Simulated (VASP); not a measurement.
# CuPd2F (P6/mmm) in VASP: single point with PBE

Aim: the single point of CuPd2F with PBE.

All numbers are computed with VASP 6.6.1; they aren't measurements. Logs are shortened: lines on timing, memory, paths and dates and some standing lists are left out, and cuts for length are marked.

## 1. The cell of the first run

The structure is hexagonal, space group P6/mmm (No. 191). The conventional cell has a = 3.313 Å, b = 3.313 Å, c = 3.734 Å, α = 90.00°, β = 90.00°, γ = 120.00°. Cu (site symmetry 6/mmm) has 2 F at 1.87 Å within 2.5 Å. Pd (site symmetry -6m2) has 3 Pd at 1.91 Å and 3 F at 1.91 Å within 2.5 Å. F (site symmetry 6/mmm) has 2 Cu at 1.87 Å and 6 Pd at 1.91 Å within 2.5 Å.

## 2. Single point, PBE, collinear spin, ferromagnetic start

The input, INCAR:

```
PREC = Accurate ; ENCUT = 520
EDIFF = 1E-6 ; ISMEAR = 0
SIGMA = 0.1 ; LREAL = False
LASPH = True ; NELM = 150
ALGO = Normal ; ISIF = 2
LWAVE = False ; LCHARG = True
ISPIN = 2 ; MAGMOM = 1 0 0 0
LORBIT = 11 ; LMAXMIX = 4
GGA = PE ; LELF = True
LVHAR = True ; NBANDS = 31
```

The input, KPOINTS:

```
regular mesh
0
Gamma
  6 6 6
```

The input, POSCAR:

```
CuPd2F
1.0
    3.3131087800      0.0000000000      0.0000000000
   -1.6565543900      2.8692363700      0.0000000000
    0.0000000000      0.0000000000      3.7338728400
Cu Pd F
1 2 1
Direct
    0.0000000000      0.0000000000      0.5000000000
    0.3333333300      0.6666666700      0.0000000000
    0.6666666700      0.3333333300      0.0000000000
    0.0000000000      0.0000000000      0.0000000000
```

Potentials or basis: VASP PAW PBE potentials, release 64 (Cu, Pd, F).

The run is started by

```bash
> cat potpaw_PBE.64/Cu/POTCAR potpaw_PBE.64/Pd/POTCAR potpaw_PBE.64/F/POTCAR > POTCAR
> mpirun -np 1 vasp_std > vasp.out
```

OUTCAR:

```text
PREC = Accurate
   ENCUT = 520
   EDIFF = 1E-6
   ISMEAR = 0
   LREAL = False
   LASPH = True
   NELM = 150
   ISIF = 2
   ISPIN = 2
   LORBIT = 11
   GGA = PE

 ion  position               nearest neighbor table
   1  0.000  0.000  0.500-   4 1.87   4 1.87   2 2.67   2 2.67   3 2.67   3 2.67   3 2.67   3 2.67
                             2 2.67   2 2.67   3 2.67   3 2.67   2 2.67   2 2.67
   2  0.333  0.667  0.000-   4 1.91   3 1.91   3 1.91   4 1.91   4 1.91   3 1.91   1 2.67   1 2.67
                             1 2.67   1 2.67   1 2.67   1 2.67
   3  0.667  0.333  0.000-   4 1.91   2 1.91   2 1.91   4 1.91   4 1.91   2 1.91   1 2.67   1 2.67
                             1 2.67   1 2.67   1 2.67   1 2.67
   4  0.000  0.000  0.000-   1 1.87   1 1.87   3 1.91   2 1.91   3 1.91   2 1.91   3 1.91   2 1.91

  LATTYP: Found a hexagonal cell.
 ALAT       =     3.3131087800
 C/A-ratio  =     1.1269997721

  Lattice vectors:

 A1 = (   3.3131087800,   0.0000000000,   0.0000000000)
 A2 = (  -1.6565543900,   2.8692363700,   0.0000000000)
 A3 = (   0.0000000000,   0.0000000000,   3.7338728400)

Analysis of symmetry for initial positions (statically):
=====================================================================
 Subroutine PRICEL returns:
 Original cell was already a primitive cell.

 Routine SETGRP: Setting up the symmetry group for a
 hexagonal supercell.

 Subroutine GETGRP returns: Found 24 space group operations
 (whereof 24 operations were pure point group operations)
 out of a pool of 24 trial point group operations.

The static configuration has the point symmetry D_6h.

Analysis of symmetry for dynamics (positions and initial velocities):
=====================================================================
 Subroutine PRICEL returns:
 Original cell was already a primitive cell.

 Routine SETGRP: Setting up the symmetry group for a
 hexagonal supercell.

 Subroutine GETGRP returns: Found 24 space group operations
 (whereof 24 operations were pure point group operations)
 out of a pool of 24 trial point group operations.

The dynamic configuration has the point symmetry D_6h.

Analysis of structural, dynamic, and magnetic symmetry:
=====================================================================
 Subroutine PRICEL returns:
 Original cell was already a primitive cell.

 Routine SETGRP: Setting up the symmetry group for a
 hexagonal supercell.

 Subroutine GETGRP returns: Found 24 space group operations
 (whereof 24 operations were pure point group operations)
 out of a pool of 24 trial point group operations.

The overall configuration has the point symmetry D_6h.

 Subroutine INISYM returns: Found 24 space group operations
 (whereof 24 operations are pure point group operations),
 and found     1 'primitive' translations

----------------------------------------------------------------------------------------

                                     Primitive cell

  volume of cell :      35.4945

  direct lattice vectors                    reciprocal lattice vectors
     3.313108780  0.000000000  0.000000000     0.301831321  0.174262394  0.000000000
    -1.656554390  2.869236370  0.000000000     0.000000000  0.348524789  0.000000000
     0.000000000  0.000000000  3.733872840     0.000000000  0.000000000  0.267818440

  length of vectors
     3.313108780  3.313108781  3.733872840     0.348524789  0.348524789  0.267818440

  position of ions in fractional coordinates (direct lattice)
     0.000000000  0.000000000  0.500000000
     0.333333330  0.666666670  0.000000000
     0.666666670  0.333333330  0.000000000
     0.000000000  0.000000000  0.000000000

  ion indices of the primitive-cell ions
   primitive index   ion index
                 1           1
                 2           2
                 3           3
                 4           4

----------------------------------------------------------------------------------------

 KPOINTS: regular mesh

Automatic generation of k-mesh.
 Grid dimensions read from file:
 generate k-points for:    6    6    6

 Generating k-lattice:

  Cartesian coordinates                     Fractional coordinates (reciprocal lattice)
     0.050305220  0.029043732  0.000000000     0.166666667  0.000000000  0.000000000
     0.000000000  0.058087465  0.000000000     0.000000000  0.166666667  0.000000000
     0.000000000  0.000000000  0.044636407     0.000000000  0.000000000  0.166666667

  Length of vectors
     0.058087465  0.058087465  0.044636407

  Shift w.r.t. Gamma in fractional coordinates (k-lattice)
     0.000000000  0.000000000  0.000000000

 Subroutine IBZKPT returns following result:
 ===========================================

 Found     28 irreducible k-points:

 Following reciprocal coordinates:
            Coordinates               Weight
  0.000000  0.000000  0.000000      1.000000
  0.166667 -0.000000  0.000000      6.000000
  0.333333  0.000000  0.000000      6.000000
  0.500000  0.000000  0.000000      3.000000
  0.166667  0.166667  0.000000      6.000000
  0.333333  0.166667  0.000000     12.000000
[... 16 lines left out ...]
  0.166667 -0.000000  0.500000      6.000000
  0.333333  0.000000  0.500000      6.000000
 [... further k-points ...]
   k-points           NKPTS =     28   k-points in BZ     NKDIM =     28   number of bands    NBANDS=     31
   number of dos      NEDOS =    301   number of ions     NIONS =      4
   total plane-waves  NPLWV =  21952
   dimension x,y,z NGX =    28 NGY =   28 NGZ =   28
   dimension x,y,z NGXF=    56 NGYF=   56 NGZF=   56
   ions per type =               1   2   1
   NGX,Y,Z   is equivalent  to a cutoff of  14.05, 14.05, 12.47 a.u.
   NGXF,Y,Z  is equivalent  to a cutoff of  28.10, 28.10, 24.93 a.u.
 SYSTEM =  unknown system
   PREC   = accura    normal or accurate (medium, high low for compatibility)
   ISTART =      0    job   : 0-new  1-cont  2-samecut
   ICHARG =      2    charge: 1-file 2-atom 10-const
   ISPIN  =      2    spin polarized calculation?
   LNONCOLLINEAR =      F non collinear calculations
   LSORBIT =      F    spin-orbit coupling
   LASPH  =      T    aspherical Exc in radial PAW
   ENCUT  =  520.0 eV  38.22 Ry    6.18 a.u.   6.16  6.16  6.94*2*pi/ulx,y,z
   NELM   =    150;   NELMIN=  2; NELMDL= -5     # of ELM steps
   EDIFF  = 0.1E-05   stopping-criterion for ELM
   LREAL  =      F    real-space projection
   EDIFFG = 0.1E-04   stopping-criterion for IOM
   NSW    =      0    number of steps for IOM
   IBRION =     -1    ionic relax: 0-MD 1-quasi-New 2-CG
   NFREE  =      0    steps in history (QN), initial steepest desc. (CG)
   ISIF   =      2    stress and relaxation
   ISYM   =      2    0-nonsym 1-usesym 2-fastsym
   POTIM  = 0.5000    time-step for ionic-motion
   TEBEG  =    0.0;   TEEND  =   0.0 temperature during run
   PSTRESS=    0.0 pullay stress
   NELECT =      38.0000    total number of electrons
   NUPDOWN=      -1.0000    fix difference up-down
   EMIN   =  10.00;   EMAX   =-10.00  energy-range for DOS
   EFERMI =   0.00;   METHOD = LEGACY
   ISMEAR =     0;   SIGMA  =   0.10  broadening in eV -4-tet -1-fermi 0-gaus
   EFERMI_NEDOS =   21; number of points for ismear=-14 and -15
   IALGO  =     38    algorithm
   IMIX   =      4    mixing-type and parameters
     AMIX     =   0.40;   BMIX     =  1.00
     AMIX_MAG =   1.60;   BMIX_MAG =  1.00
  volume/ion in A,a.u.               =       8.87        59.88
  Fermi-wavevector in a.u.,A,eV,Ry     =   1.674746  3.164810 38.161251  2.804773
  Thomas-Fermi vector in A             =   2.759487
   LORBIT       =     11    0 simple, 1 ext, 2 COOP (PROOUT), +10 PAW based schemes
   GGA     = PE    functional components
   LHFCALC =     F    Hartree Fock is set to
   AEXX    =    0.0000 exact exchange contribution
   IVDW    =     0    specifies the selected vdW correction
   LEPSILON=     F    determine dielectric tensor
   LRPA    =     F    only Hartree local field effects (RPA)
 spin polarized calculation
 Gauss-broadening in eV      SIGMA  =   0.10
  energy-cutoff  :      520.00
  volume of cell :       35.49
 maximum number of plane-waves:       974
 NGX is ok and might be reduce to    28
   NGX = 13   NGY = 13   NGZ = 13

 number of electron      38.0000003 magnetization       0.0008548

 number of electron      38.0000003 magnetization      -0.0002841

 Free energy of the ion-electron system (eV)
  ---------------------------------------------------
  ext. energy  EPLUGINS =         0.00000000
  ---------------------------------------------------
  free energy    TOTEN  =         7.32253887 eV

  energy without entropy =        7.32926198  energy(sigma->0) =        7.32590042

 E-fermi :  15.4950     XC(G=0): -14.5156

 val. band max:       15.4696807121   @ k =   0.3333   0.1667   0.0000
 cond. band min:      15.5254401611   @ k =   0.5000   0.0000   0.0000
 fundamental gap:      0.0557594490
 Fermi energy:        15.4949693569

 spin component 1

 k-point     1 :       0.0000    0.0000    0.0000
  band No.  band energies     occupation
      1     -16.0110      1.00000
      2       0.3794      1.00000
      3       0.3794      1.00000
      4       3.1627      1.00000
      5       5.8389      1.00000
      6       7.4728      1.00000
[... 23 lines left out ...]
     30      33.9919      0.00000
     31      36.9110      0.00000

 k-point     2 :       0.1667   -0.0000    0.0000
  band No.  band energies     occupation
      1     -15.8925      1.00000
      2       0.0116      1.00000
      3       0.4667      1.00000
      4       2.9274      1.00000
      5       6.2653      1.00000
      6       7.0241      1.00000
[... 23 lines left out ...]
     30      34.4469      0.00000
     31      35.1823      0.00000

 k-point     3 :       0.3333    0.0000    0.0000
  band No.  band energies     occupation
      1     -15.7142      1.00000
      2       0.2518      1.00000
      3       0.6257      1.00000
      4       2.3890      1.00000
      5       6.3858      1.00000
      6       7.0981      1.00000
[... 703 lines left out ...]
     30      34.2897      0.00000
     31      36.7429      0.00000

 k-point    24 :       0.3333    0.0000    0.5000
  band No.  band energies     occupation
      1     -15.5989      1.00000
      2       0.1920      1.00000
      3       0.5557      1.00000
      4       1.3290      1.00000
      5       6.3340      1.00000
      6       7.1163      1.00000
[... 23 lines left out ...]
     30      37.7175      0.00000
     31      37.8392      0.00000

 [... further k-points ...]

 spin component 2

 k-point     1 :       0.0000    0.0000    0.0000
  band No.  band energies     occupation
      1     -16.0108      1.00000
      2       0.3795      1.00000
      3       0.3795      1.00000
      4       3.1628      1.00000
      5       5.8389      1.00000
      6       7.4727      1.00000
[... 23 lines left out ...]
     30      33.9920      0.00000
     31      36.9111      0.00000

 k-point     2 :       0.1667   -0.0000    0.0000
  band No.  band energies     occupation
      1     -15.8923      1.00000
      2       0.0117      1.00000
      3       0.4668      1.00000
      4       2.9276      1.00000
      5       6.2653      1.00000
      6       7.0241      1.00000
[... 23 lines left out ...]
     30      34.4470      0.00000
     31      35.1824      0.00000

 k-point     3 :       0.3333    0.0000    0.0000
  band No.  band energies     occupation
      1     -15.7140      1.00000
      2       0.2519      1.00000
      3       0.6257      1.00000
      4       2.3891      1.00000
      5       6.3858      1.00000
      6       7.0980      1.00000
[... 703 lines left out ...]
     30      34.2899      0.00000
     31      36.7424      0.00000

 k-point    24 :       0.3333    0.0000    0.5000
  band No.  band energies     occupation
      1     -15.5987      1.00000
      2       0.1921      1.00000
      3       0.5558      1.00000
      4       1.3290      1.00000
      5       6.3339      1.00000
      6       7.1163      1.00000
[... 23 lines left out ...]
     30      37.7175      0.00000
     31      37.8393      0.00000

 [... further k-points ...]
[... 5 lines left out ...]
  --------------------------------------------------------------------------------------
  -------------------------------------------------------------------------------------
  Total       98.3858208     98.3858208     24.2974227      0.0000000      0.0000000     -0.0000000
  in kB     4441.0079343   4441.0079374   1096.7540469      0.0000000      0.0000000     -0.0000000
  external PRESSURE =    3326.2566395 kB  Pullay stress =       0.0000000 kB

 VOLUME and BASIS-vectors are now :
 -----------------------------------------------------------------------------
  energy-cutoff  :      520.00
  volume of cell :       35.49
      direct lattice vectors                 reciprocal lattice vectors
     3.313108780  0.000000000  0.000000000     0.301831321  0.174262394  0.000000000
    -1.656554390  2.869236370  0.000000000     0.000000000  0.348524789  0.000000000
     0.000000000  0.000000000  3.733872840     0.000000000  0.000000000  0.267818440

 POSITION                                       TOTAL-FORCE (eV/Angst)
 -----------------------------------------------------------------------------------
      0.00000      0.00000      1.86694         0.000000      0.000000      0.000000
     -0.00000      1.91282      0.00000        -0.000000      0.000000      0.000000
      1.65655      0.95641      0.00000         0.000000      0.000000      0.000000
      0.00000      0.00000      0.00000         0.000000      0.000000      0.000000
 -----------------------------------------------------------------------------------
    total drift:                                0.000000      0.000000     -0.000000

  FREE ENERGIE OF THE ION-ELECTRON SYSTEM (eV)
  ---------------------------------------------------
  free  energy   TOTEN  =         7.3225388682 eV

  energy  without entropy=        7.3292619763  energy(sigma->0) =        7.32590042

 total charge

# of ion       s       p       d       tot
------------------------------------------
    1        0.410   0.368   9.442  10.220
    2        0.879   1.022   9.652  11.554
    3        0.879   1.022   9.652  11.554
    4        1.806   4.607   0.000   6.413
--------------------------------------------------
tot          3.975   7.019  28.747  39.741

 magnetization (x)

# of ion       s       p       d       tot
------------------------------------------
    1        0.000   0.000  -0.000  -0.000
    2        0.000  -0.000   0.000  -0.000
    3        0.000  -0.000   0.000  -0.000
    4        0.000  -0.000   0.000  -0.000
--------------------------------------------------
tot          0.000  -0.000  -0.000  -0.000
```

Wall time 3 min (1 thread of Intel Xeon 6975P-C, shared host); peak memory 0.17 GiB.

What came out:

```yaml
Free_energy: 7.3225 eV
Pressure: 332.6 GPa
Band_gap_on_the_k_mesh: zero (filled and empty bands overlap)
Net_moment: 0.00 μB per cell
```

Caveat: the k points lie up to 0.36 Å⁻¹ apart. With open d or f shells a metallic result of PBE can be an artefact of self-interaction; +U or a hybrid may open a gap.
